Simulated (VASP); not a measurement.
# KBr (Fm-3m) in VASP: notebook

KBr is run at these levels: PBE; tasks: single point.

Program: VASP 6.6.1. These are calculated values, not measurements. Logs are shortened: lines on timing, memory, paths and dates and some standing lists are left out, and cuts for length are marked.

## (1) The cell of the first run

Symmetry: Fm-3m, No. 225, cubic system. Conventional cell: a = 6.600 Å, b = 6.600 Å, c = 6.600 Å, α = 90.00°, β = 90.00°, γ = 90.00°. Br (site symmetry m-3m) has 6 K at 3.30 Å within 4.3 Å. K (site symmetry m-3m) has 6 Br at 3.30 Å within 4.3 Å.

## (2) Single point, PBE, non-collinear spin, zero start, spin-orbit coupling

Input file INCAR:

```
SYSTEM = KBr
  ALGO = Normal
  EDIFF = 1E-7
  ENCUT = 520
  GGA = PE
  GGA_COMPAT = .False.
  ISIF = 2
  ISMEAR = -1
  LASPH = .True.
  LCHARG = .False.
  LORBIT = 11
  LORBMOM = .True.
  LREAL = .False.
  LSORBIT = .True.
  LWAVE = .False.
  MAGMOM = 0 0 0 0 0 0
  NBANDS = 28
  NELM = 150
  PREC = Accurate
  SIGMA = 0.05
```

Input file KPOINTS:

```
k-points
0
Gamma
  5 5 5
  0 0 0
```

Input file POSCAR:

```
KBr
1.0
    0.0000000000      3.3000000000      3.3000000000
    3.3000000000      0.0000000000      3.3000000000
    3.3000000000      3.3000000000      0.0000000000
Br K
1 1
Direct
    0.5000000000      0.5000000000      0.5000000000
    0.0000000000      0.0000000000      0.0000000000
```

Potentials or basis: VASP PAW PBE potentials, release 64 (Br, K_sv).

On the command line:

```bash
$ cat potpaw_PBE.64/Br/POTCAR potpaw_PBE.64/K_sv/POTCAR > POTCAR
$ mpirun -np 1 vasp_ncl > vasp.out
```

OUTCAR:

```text
SYSTEM = KBr
   EDIFF = 1E-7
   ENCUT = 520
   GGA = PE
   ISIF = 2
   ISMEAR = -1
   LASPH = .True.
   LORBIT = 11
   LREAL = .False.
   LSORBIT = .True.
   NELM = 150
   PREC = Accurate

 ion  position               nearest neighbor table
   1  0.500  0.500  0.500-   2 3.30   2 3.30   2 3.30   2 3.30   2 3.30   2 3.30
   2  0.000  0.000  0.000-   1 3.30   1 3.30   1 3.30   1 3.30   1 3.30   1 3.30

  LATTYP: Found a face centered cubic cell.
 ALAT       =     6.6000000000

  Lattice vectors:

 A1 = (   0.0000000000,   3.3000000000,   3.3000000000)
 A2 = (   3.3000000000,   0.0000000000,   3.3000000000)
 A3 = (   3.3000000000,   3.3000000000,   0.0000000000)

Analysis of symmetry for initial positions (statically):
=====================================================================
 Subroutine PRICEL returns:
 Original cell was already a primitive cell.

 Routine SETGRP: Setting up the symmetry group for a
 face centered cubic supercell.

 Subroutine GETGRP returns: Found 48 space group operations
 (whereof 48 operations were pure point group operations)
 out of a pool of 48 trial point group operations.

The static configuration has the point symmetry O_h .

Analysis of symmetry for dynamics (positions and initial velocities):
=====================================================================
 Subroutine PRICEL returns:
 Original cell was already a primitive cell.

 Routine SETGRP: Setting up the symmetry group for a
 face centered cubic supercell.

 Subroutine GETGRP returns: Found 48 space group operations
 (whereof 48 operations were pure point group operations)
 out of a pool of 48 trial point group operations.

The dynamic configuration has the point symmetry O_h .

Analysis of structural, dynamic, and magnetic symmetry:
=====================================================================
 Subroutine PRICEL returns:
 Original cell was already a primitive cell.

 Routine SETGRP: Setting up the symmetry group for a
 face centered cubic supercell.

 Subroutine GETGRP returns: Found 48 space group operations
 (whereof 48 operations were pure point group operations)
 out of a pool of 48 trial point group operations.

The overall configuration has the point symmetry O_h .

 Subroutine INISYM returns: Found 48 space group operations
 (whereof 48 operations are pure point group operations),
 and found     1 'primitive' translations
[... 468 lines left out ...]
      3.30000      3.30000      3.30000        -0.000000     -0.000000     -0.000000
      0.00000      0.00000      0.00000         0.000000      0.000000      0.000000
 -----------------------------------------------------------------------------------
    total drift:                                0.000000      0.000000      0.000000

  FREE ENERGIE OF THE ION-ELECTRON SYSTEM (eV)
  ---------------------------------------------------
  free  energy   TOTEN  =        -6.2444287226 eV

  energy  without entropy=       -6.2444287225  energy(sigma->0) =       -6.24442872

 orbital moment (x)

 # of ion     p       d       tot
 ----------------------------------------
  1         0.000  -0.000  -0.000
  2         0.000  -0.000  -0.000
 ----------------------------------------
            0.000  -0.000  -0.000

 orbital moment (y)

 # of ion     p       d       tot
 ----------------------------------------
  1         0.000   0.000   0.000
  2         0.000   0.000   0.000
 ----------------------------------------
            0.000   0.000   0.000

 orbital moment (z)

 # of ion     p       d       tot
 ----------------------------------------
  1         0.000   0.000   0.000
  2         0.000   0.000   0.000
 ----------------------------------------
            0.000   0.000   0.000

 Spin-Orbit-Coupling matrix elements

 Ion:    1  E_soc:     -0.0508477
 l=   1
     0.0000000    -0.0084744    -0.0084744
    -0.0084744     0.0000000    -0.0084744
    -0.0084744    -0.0084744     0.0000000
 l=   2
     0.0000000    -0.0000001     0.0000000    -0.0000001    -0.0000002
    -0.0000001     0.0000000    -0.0000001    -0.0000001    -0.0000000
     0.0000000    -0.0000001     0.0000000    -0.0000001     0.0000000
    -0.0000001    -0.0000001    -0.0000001     0.0000000    -0.0000000
    -0.0000002    -0.0000000     0.0000000    -0.0000000     0.0000000
 l=   3
     0.0000000     0.0000000     0.0000000     0.0000000     0.0000000     0.0000000     0.0000000
     0.0000000     0.0000000     0.0000000     0.0000000     0.0000000     0.0000000     0.0000000
     0.0000000     0.0000000     0.0000000     0.0000000     0.0000000     0.0000000     0.0000000
     0.0000000     0.0000000     0.0000000     0.0000000     0.0000000     0.0000000     0.0000000
     0.0000000     0.0000000     0.0000000     0.0000000     0.0000000     0.0000000     0.0000000
     0.0000000     0.0000000     0.0000000     0.0000000     0.0000000     0.0000000     0.0000000
     0.0000000     0.0000000     0.0000000     0.0000000     0.0000000     0.0000000     0.0000000

 Ion:    2  E_soc:     -0.0081082
 l=   1
     0.0000000    -0.0013503    -0.0013503
    -0.0013503     0.0000000    -0.0013503
    -0.0013503    -0.0013503     0.0000000
 l=   2
     0.0000000     0.0000001     0.0000000     0.0000001    -0.0000012
     0.0000001     0.0000000    -0.0000009     0.0000001    -0.0000003
     0.0000000    -0.0000009     0.0000000    -0.0000009     0.0000000
     0.0000001     0.0000001    -0.0000009     0.0000000    -0.0000003
    -0.0000012    -0.0000003     0.0000000    -0.0000003     0.0000000
 l=   3
     0.0000000     0.0000000     0.0000000     0.0000000     0.0000000     0.0000000     0.0000000
     0.0000000     0.0000000     0.0000000     0.0000000     0.0000000     0.0000000     0.0000000
     0.0000000     0.0000000     0.0000000     0.0000000     0.0000000     0.0000000     0.0000000
     0.0000000     0.0000000     0.0000000     0.0000000     0.0000000     0.0000000     0.0000000
     0.0000000     0.0000000     0.0000000     0.0000000     0.0000000     0.0000000     0.0000000
     0.0000000     0.0000000     0.0000000     0.0000000     0.0000000     0.0000000     0.0000000
     0.0000000     0.0000000     0.0000000     0.0000000     0.0000000     0.0000000     0.0000000

 total charge

# of ion       s       p       d       tot
------------------------------------------
    1        1.599   3.304   0.001   4.904
    2        1.957   5.581   0.025   7.563
--------------------------------------------------
tot          3.557   8.885   0.025  12.467

 magnetization (x)

# of ion       s       p       d       tot
------------------------------------------
    1        0.000   0.000   0.000   0.000
    2        0.000   0.000   0.000   0.000
--------------------------------------------------
tot          0.000   0.000   0.000   0.000

 magnetization (y)

# of ion       s       p       d       tot
------------------------------------------
    1        0.000   0.000   0.000   0.000
    2       -0.000   0.000   0.000  -0.000
--------------------------------------------------
tot         -0.000   0.000   0.000  -0.000

 magnetization (z)

# of ion       s       p       d       tot
------------------------------------------
    1        0.000   0.000  -0.000  -0.000
    2        0.000   0.000   0.000   0.000
--------------------------------------------------
tot          0.000   0.000  -0.000   0.000
```

stdout:

```text
POSCAR found type information on POSCAR BrK
 POSCAR found :  2 types and       2 ions
 scaLAPACK will be used
 LDA part: xc-table for (Slater+PW92), standard interpolation
 POSCAR, INCAR and KPOINTS ok, starting setup
 FFT: planning ... GRIDC
 FFT: planning ... GRID_SOFT
 FFT: planning ... GRID
 WAVECAR not read
 entering main loop
```

Run time: 75 s. Hardware: 1 thread of AMD EPYC 7R13, shared host; peak memory 0.36 GiB.

What came out:

- Free energy: -6.2444 eV
- Pressure: 0.8 GPa
- Net moment: 0.00 μB per cell
- Valence electrons inside the program's atomic spheres: Br 4.90; K 7.56

Moments on the atoms (μB; x, y, z):
```
Br  0.00 0.00 0.00
K   0.00 0.00 0.00
```

## (3) Single point, PBE

Input file INCAR:

```
SYSTEM = KBr
PREC = Accurate
ENCUT = 520
EDIFF = 1E-7
ISMEAR = -1
SIGMA = 0.06
LREAL = .False.
LASPH = .True.
NELM = 100
ALGO = Normal
ISIF = 2
LWAVE = .False.
LCHARG = .False.
GGA = PE
NBANDS = 15
```

Input file KPOINTS:

```
Automatic mesh
0
Gamma
  4 4 4
  0 0 0
```

POSCAR is that of step 2.

Potentials or basis: VASP PAW PBE potentials, release 64 (Br, K_sv).

On the command line:

```bash
$ cat potpaw_PBE.64/Br/POTCAR potpaw_PBE.64/K_sv/POTCAR > POTCAR
$ mpirun -np 1 vasp_std > vasp.out
```

Wall time 12 s (1 thread of Intel Xeon Platinum 8259CL at 2.50GHz (Skylake/Cascade Lake), shared host); peak memory 0.2 GiB.

Results (log left out):

```yaml
Free_energy: -6.2146 eV
Pressure: 0.8 GPa
Band_gap_on_the_k_mesh: 4.43 eV
```

Levels at points of the mesh, in eV from the valence-band top:
```
           k point  band 4  band 5  band 6  band 7  band 8  band 9  band 10  band 11  band 12  band 13
(0.00, 0.00, 0.00)  -11.26  -11.26    0.00    0.00    0.00    4.43     7.60     7.60     7.60     8.43
(0.50, 0.00, 0.00)  -11.26  -11.01   -1.18   -0.33   -0.33    6.59     8.23     9.76     9.76    10.08
(0.50, 0.50, 0.00)  -11.30  -11.30   -0.81   -0.29   -0.29    5.86     7.20     9.37     9.51     9.67
```

As with any semilocal functional, this PBE gap is likely too small.
